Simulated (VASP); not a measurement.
# Ag (Cm) in VASP: single point with PBE

Aim: the single point of Ag with PBE.

Program: VASP 6.6.1. These are calculated values, not measurements. Logs are shortened: lines on timing, memory, paths and dates and some standing lists are left out, and cuts for length are marked.

**1. The cell of the first run**

Symmetry: Cm, No. 8, monoclinic system. Conventional cell: a = 5.103 Å, b = 2.946 Å, c = 7.403 Å, α = 90.00°, β = 103.28°, γ = 90.00°. Within 3.7 Å of Ag (site symmetry m) lie 12 Ag at 2.79 to 3.24 Å. Within 3.7 Å of Ag (site symmetry m) lie 12 Ag at 2.82 to 3.24 Å. Ag (site symmetry m) has 12 Ag at 2.79 to 2.95 Å within 3.7 Å.

**2. Single point, PBE (shortest bond scaled by 1.1)**

File INCAR:

```
PREC = Accurate
ENCUT = 520
EDIFF = 1E-6
ISMEAR = -1
SIGMA = 0.05
LREAL = F
LASPH = T
NELM = 60
ALGO = Normal
ISIF = 2
LWAVE = F
LCHARG = F
GGA = PE
NBANDS = 24
```

File KPOINTS:

```
Automatic mesh
0
Gamma
  12 12 12
```

File POSCAR:

```
Ag
1.0
    1.4730471633      0.8504641762      7.2046500000
   -1.4730471633      0.8504641762      7.2046500000
    0.0000000000     -1.7009283525      7.2046500000
Ag
3
Direct
    0.0111140500      0.0111140500     -0.0388859500
    0.7666049500      0.7666049500      0.8166049500
    0.2222810000      0.2222810000      0.2222810000
```

Potentials or basis: VASP PAW PBE potentials, release 64 (Ag).

The run is started by

```bash
$ cat potpaw_PBE.64/Ag/POTCAR > POTCAR
$ mpirun -np 1 vasp_std > vasp.out
```

OUTCAR:

```text
PREC = Accurate
   ENCUT = 520
   EDIFF = 1E-6
   ISMEAR = -1
   LREAL = F
   LASPH = T
   NELM = 60
   ISIF = 2
   GGA = PE

 ion  position               nearest neighbor table
   1  0.011  0.011  0.961-   3 2.79   3 2.87   3 2.87   2 3.10   2 3.10   2 3.24
   2  0.767  0.767  0.817-   3 2.82   3 2.82   3 2.90   1 3.10   1 3.10   1 3.24
   3  0.222  0.222  0.222-   1 2.79   2 2.82   2 2.82   1 2.87   1 2.87   2 2.90

  LATTYP: Found a trigonal (rhomboedric) cell.
 ALAT       =     7.4027115899
 COS(alpha) =     0.9208079399

  Lattice vectors:

 A1 = (   1.4730471633,   0.8504641762,   7.2046500000)
 A2 = (  -1.4730471633,   0.8504641762,   7.2046500000)
 A3 = (   0.0000000000,  -1.7009283525,   7.2046500000)

Analysis of symmetry for initial positions (statically):
=====================================================================
 Subroutine PRICEL returns:
 Original cell was already a primitive cell.

 Routine SETGRP: Setting up the symmetry group for a
 trigonal (rhombohedral) supercell.

 Subroutine GETGRP returns: Found  2 space group operations
 (whereof  2 operations were pure point group operations)
 out of a pool of 12 trial point group operations.

The static configuration has the point symmetry C_1h.

Analysis of symmetry for dynamics (positions and initial velocities):
=====================================================================
 Subroutine PRICEL returns:
 Original cell was already a primitive cell.

 Routine SETGRP: Setting up the symmetry group for a
 trigonal (rhombohedral) supercell.

 Subroutine GETGRP returns: Found  2 space group operations
 (whereof  2 operations were pure point group operations)
 out of a pool of 12 trial point group operations.

The dynamic configuration has the point symmetry C_1h.

 Subroutine INISYM returns: Found  2 space group operations
 (whereof  2 operations are pure point group operations),
 and found     1 'primitive' translations

----------------------------------------------------------------------------------------

                                     Primitive cell

  volume of cell :      54.1548

  direct lattice vectors                    reciprocal lattice vectors
     1.473047163  0.850464176  7.204650000     0.339432445  0.195971413  0.046266416
    -1.473047163  0.850464176  7.204650000    -0.339432445  0.195971413  0.046266416
     0.000000000 -1.700928353  7.204650000     0.000000000 -0.391942827  0.046266416

  length of vectors
     7.402711590  7.402711590  7.402711590     0.394664111  0.394664111  0.394664111

  position of ions in fractional coordinates (direct lattice)
     0.011114050  0.011114050  0.961114050
     0.766604950  0.766604950  0.816604950
     0.222281000  0.222281000  0.222281000

  ion indices of the primitive-cell ions
   primitive index   ion index
                 1           1
                 2           2
                 3           3

----------------------------------------------------------------------------------------

 KPOINTS: Automatic mesh

Automatic generation of k-mesh.
 Grid dimensions read from file:
 generate k-points for:   12   12   12

 Generating k-lattice:

  Cartesian coordinates                     Fractional coordinates (reciprocal lattice)
     0.028286037  0.016330951  0.003855535     0.083333333 -0.000000000 -0.000000000
    -0.028286037  0.016330951  0.003855535    -0.000000000  0.083333333 -0.000000000
     0.000000000 -0.032661902  0.003855535    -0.000000000 -0.000000000  0.083333333

  Length of vectors
     0.032888676  0.032888676  0.032888676

  Shift w.r.t. Gamma in fractional coordinates (k-lattice)
     0.000000000  0.000000000  0.000000000

 Subroutine IBZKPT returns following result:
 ===========================================

 Found    476 irreducible k-points:

 Following reciprocal coordinates:
            Coordinates               Weight
  0.000000  0.000000  0.000000      1.000000
  0.083333 -0.000000  0.000000      4.000000
  0.000000  0.000000  0.083333      2.000000
  0.166667 -0.000000  0.000000      4.000000
  0.000000  0.000000  0.166667      2.000000
  0.250000  0.000000  0.000000      4.000000
[... 16 lines left out ...]
 -0.333333  0.000000 -0.083333      4.000000
  0.083333  0.000000  0.333333      4.000000
 [... further k-points ...]
   k-points           NKPTS =    476   k-points in BZ     NKDIM =    476   number of bands    NBANDS=     24
   number of dos      NEDOS =    301   number of ions     NIONS =      3
   total plane-waves  NPLWV = 175616
   dimension x,y,z NGX =    56 NGY =   56 NGZ =   56
   dimension x,y,z NGXF=   112 NGYF=  112 NGZF=  112
   ions per type =               3
   NGX,Y,Z   is equivalent  to a cutoff of  12.58, 12.58, 12.58 a.u.
   NGXF,Y,Z  is equivalent  to a cutoff of  25.15, 25.15, 25.15 a.u.
 SYSTEM =  unknown system
   PREC   = accura    normal or accurate (medium, high low for compatibility)
   ISTART =      0    job   : 0-new  1-cont  2-samecut
   ICHARG =      2    charge: 1-file 2-atom 10-const
   ISPIN  =      1    spin polarized calculation?
   LNONCOLLINEAR =      F non collinear calculations
   LSORBIT =      F    spin-orbit coupling
   LASPH  =      T    aspherical Exc in radial PAW
   ENCUT  =  520.0 eV  38.22 Ry    6.18 a.u.  13.76 13.76 13.76*2*pi/ulx,y,z
   NELM   =     60;   NELMIN=  2; NELMDL= -5     # of ELM steps
   EDIFF  = 0.1E-05   stopping-criterion for ELM
   LREAL  =      F    real-space projection
   EDIFFG = 0.1E-04   stopping-criterion for IOM
   NSW    =      0    number of steps for IOM
   IBRION =     -1    ionic relax: 0-MD 1-quasi-New 2-CG
   NFREE  =      0    steps in history (QN), initial steepest desc. (CG)
   ISIF   =      2    stress and relaxation
   ISYM   =      2    0-nonsym 1-usesym 2-fastsym
   POTIM  = 0.5000    time-step for ionic-motion
   TEBEG  =    0.0;   TEEND  =   0.0 temperature during run
   PSTRESS=    0.0 pullay stress
   NELECT =      33.0000    total number of electrons
   NUPDOWN=      -1.0000    fix difference up-down
   EMIN   =  10.00;   EMAX   =-10.00  energy-range for DOS
   EFERMI =   0.00;   METHOD = LEGACY
   ISMEAR =    -1;   SIGMA  =   0.05  broadening in eV -4-tet -1-fermi 0-gaus
   EFERMI_NEDOS =   21; number of points for ismear=-14 and -15
   IALGO  =     38    algorithm
   IMIX   =      4    mixing-type and parameters
     AMIX     =   0.40;   BMIX     =  1.00
     AMIX_MAG =   1.60;   BMIX_MAG =  1.00
  volume/ion in A,a.u.               =      18.05       121.82
  Fermi-wavevector in a.u.,A,eV,Ry     =   1.387929  2.622805 26.209536  1.926347
  Thomas-Fermi vector in A             =   2.512103
   LORBIT       =      0    0 simple, 1 ext, 2 COOP (PROOUT), +10 PAW based schemes
   GGA     = PE    functional components
   LHFCALC =     F    Hartree Fock is set to
   AEXX    =    0.0000 exact exchange contribution
   IVDW    =     0    specifies the selected vdW correction
   LEPSILON=     F    determine dielectric tensor
   LRPA    =     F    only Hartree local field effects (RPA)
 non-spin polarized calculation
  energy-cutoff  :      520.00
  volume of cell :       54.15
 maximum number of plane-waves:      1494
   NGX = 27   NGY = 27   NGZ = 27

 number of electron      33.0000001 magnetization

 Free energy of the ion-electron system (eV)
  ---------------------------------------------------
  ext. energy  EPLUGINS =         0.00000000
  ---------------------------------------------------
  free energy    TOTEN  =        -8.04365012 eV

  energy without entropy =       -8.03666331  energy(sigma->0) =       -8.04015671

 E-fermi :   7.6320     XC(G=0): -11.8581

 val. band max:        7.6154708205   @ k =   0.0833   0.0833  -0.2500
 cond. band min:       7.6391590620   @ k =   0.4167   0.4167   0.3333
 fundamental gap:      0.0236882415
 Fermi energy:         7.6320423194

 k-point     1 :       0.0000    0.0000    0.0000
  band No.  band energies     occupation
      1       0.2704      2.00000
      2       1.5955      2.00000
      3       1.7926      2.00000
      4       2.9867      2.00000
      5       2.9997      2.00000
      6       3.0264      2.00000
[... 16 lines left out ...]
     23      24.6784      0.00000
     24      25.4662      0.00000

 k-point     2 :       0.0833   -0.0000    0.0000
  band No.  band energies     occupation
      1       0.4550      2.00000
      2       1.7112      2.00000
      3       1.9273      2.00000
      4       2.8887      2.00000
      5       2.9491      2.00000
      6       3.0673      2.00000
[... 16 lines left out ...]
     23      23.9360      0.00000
     24      24.3376      0.00000

 k-point     3 :       0.0000    0.0000    0.0833
  band No.  band energies     occupation
      1       0.4543      2.00000
      2       1.7114      2.00000
      3       1.9241      2.00000
      4       2.8818      2.00000
      5       2.9585      2.00000
      6       3.0687      2.00000
[... 16 lines left out ...]
     23      23.7968      0.00000
     24      24.4583      0.00000

 k-point     4 :       0.1667   -0.0000    0.0000
  band No.  band energies     occupation
      1       0.9648      2.00000
      2       1.9714      2.00000
      3       2.2349      2.00000
      4       2.6909      2.00000
      5       2.7628      2.00000
      6       3.0380      2.00000
[... 16 lines left out ...]
     23      22.8337      0.00000
     24      23.4263      0.00000

 k-point     5 :       0.0000    0.0000    0.1667
  band No.  band energies     occupation
      1       0.9603      2.00000
      2       1.9752      2.00000
      3       2.2193      2.00000
      4       2.6739      2.00000
      5       2.7667      2.00000
      6       3.0099      2.00000
[... 451 lines left out ...]
 k-point    22 :       0.3333    0.0833    0.0000
  band No.  band energies     occupation
      1       1.8079      2.00000
      2       2.1004      2.00000
      3       2.1630      2.00000
      4       2.4561      2.00000
      5       2.5052      2.00000
      6       3.0101      2.00000
[... 16 lines left out ...]
     23      19.3480      0.00000
     24      19.7652      0.00000

 k-point    23 :      -0.3333    0.0000   -0.0833
  band No.  band energies     occupation
      1       1.8073      2.00000
      2       2.0917      2.00000
      3       2.1693      2.00000
      4       2.4483      2.00000
      5       2.5088      2.00000
      6       3.0262      2.00000
[... 16 lines left out ...]
     23      19.3792      0.00000
     24      19.7368      0.00000

 k-point    24 :       0.0833    0.0000    0.3333
  band No.  band energies     occupation
      1       1.7825      2.00000
      2       2.1327      2.00000
      3       2.1609      2.00000
      4       2.4150      2.00000
      5       2.5047      2.00000
      6       3.0311      2.00000
[... 16 lines left out ...]
     23      19.3812      0.00000
     24      19.7559      0.00000

 [... further k-points ...]

------------------------ aborting loop because EDIFF is reached ----------------------------------------

  FORCE on cell =-STRESS in cart. coord.  units (eV):
  Direction    XX          YY          ZZ          XY          YZ          ZX
  --------------------------------------------------------------------------------------
  -------------------------------------------------------------------------------------
  Total        0.1152245      0.0475006      0.4431778      0.0000000     -0.2317013      0.0000000
  in kB        3.4089338      1.4053132     13.1114823      0.0000000     -6.8549181      0.0000000
  external PRESSURE =       5.9752431 kB  Pullay stress =       0.0000000 kB

 VOLUME and BASIS-vectors are now :
 -----------------------------------------------------------------------------
  energy-cutoff  :      520.00
  volume of cell :       54.15
      direct lattice vectors                 reciprocal lattice vectors
     1.473047163  0.850464176  7.204650000     0.339432445  0.195971413  0.046266416
    -1.473047163  0.850464176  7.204650000    -0.339432445  0.195971413  0.046266416
     0.000000000 -1.700928353  7.204650000     0.000000000 -0.391942827  0.046266416

 POSITION                                       TOTAL-FORCE (eV/Angst)
 -----------------------------------------------------------------------------------
      0.00000     -1.61588      7.08464         0.000000     -0.093485      0.713462
      0.00000     -0.08505     16.92959         0.000000      0.074807     -0.704715
      0.00000     -0.00000      4.80437         0.000000      0.018678     -0.008748
 -----------------------------------------------------------------------------------
    total drift:                               -0.000000      0.000003     -0.000018

  FREE ENERGIE OF THE ION-ELECTRON SYSTEM (eV)
  ---------------------------------------------------
  free  energy   TOTEN  =        -8.0436501188 eV

  energy  without entropy=       -8.0366633100  energy(sigma->0) =       -8.04015671
```

It took 28 min on 1 thread of Intel Xeon Platinum 8559C (Emerald Rapids), shared host; peak memory 0.77 GiB.

What came out:

- Free energy: -8.0437 eV
- Pressure: 0.6 GPa
- Largest force: 0.720 eV/Å
- Band gap on the k mesh: zero (an odd number of electrons rules out a gap without spin polarisation)

Forces on the atoms (eV/Å):
```
Ag   0.000 -0.093  0.713
Ag   0.000  0.075 -0.705
Ag   0.000  0.019 -0.009
```

Caveat: the cell differs from its parent crystal (shortest bond scaled by 1.1).
